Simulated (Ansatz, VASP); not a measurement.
**GaSe in VASP and in Ansatz**

```xyz
8
Lattice="3.8157 0.0000 0.0000 -1.9078 3.3045 0.0000 0.0000 0.0000 18.2594" Properties=species:S:1:pos:R:3 pbc="T T T"
Ga    0.0000    2.2030    3.3304
Ga    1.9078    1.1015   12.4601
Ga    0.0000    2.2030    5.7993
Ga    1.9078    1.1015   14.9289
Se    0.0000    2.2030   11.2886
Se    1.9078    1.1015    2.1589
Se    0.0000    2.2030   16.1004
Se    1.9078    1.1015    6.9708
```

Alike in both runs: functional PBE; k mesh 9 × 9 × 2; occupations gaussian, width 0.02 eV; no spin polarisation.

Ansatz relaxed the structure, and its values are those at the end. VASP's run is a single point on that final structure, the one shown.

```csv
,VASP,Ansatz
version,VASP 6.6.1,Ansatz 0.2.0
potentials or method,"VASP PAW PBE potentials, release 64 (Ga_d, Se), cutoff 500 eV","scalar-relativistic, plane waves, PAW"
valence electrons in the cell,76,116
```

Ansatz gave:

```
gap on the k mesh at the Fermi level (eV) : 1.35
least direct gap on the mesh (eV)         : 1.37
pressure (GPa)                            : 0.0
rms of the force components (eV/Å)        : 0.000
```

Question: What did VASP give for the same quantities?

Answer: gap on the k mesh at the Fermi level (eV): 1.34; least direct gap on the mesh (eV): 1.36; pressure (GPa): 0.1; rms of the force components (eV/Å): 0.013.

VASP's potentials hold 76 valence electrons a cell and Ansatz's 116, so a difference there can come from the potentials and not from the codes.
